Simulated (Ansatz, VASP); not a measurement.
**Two plane-wave programs on Cu**

```xyz
1
Lattice="0.0000 1.7814 1.7814 1.7814 0.0000 1.7814 1.7814 1.7814 0.0000" Properties=species:S:1:pos:R:3 pbc="T T T"
Cu    0.0000    0.0000    0.0000
```

Alike in both runs: functional PBEsol; k mesh 15 × 15 × 15; occupations fermi-dirac, width 0.1 eV; no spin polarisation.

Ansatz relaxed the structure, and its values are those at the end. VASP's run is a single point on that final structure, the one shown.

|  | VASP | Ansatz |
| --- | --- | --- |
| version | VASP 6.6.1 | Ansatz 0.2.0 |
| potentials or method | VASP PAW PBE potentials, release 64 (Cu), cutoff 520 eV | plane waves (420 eV) with PAW, scalar-relativistic |
| valence electrons in the cell | 11 | 19 |

VASP gave:

```
pressure (GPa) : 0.8
```

Task: What did Ansatz give for the same quantities?

Result: Pressure (GPa): 0.0.

VASP's potentials were made for PBE, not for PBEsol, and Ansatz warns of the same on its side. VASP's potentials hold 11 valence electrons a cell and Ansatz's 19, so a difference there can come from the potentials and not from the codes.
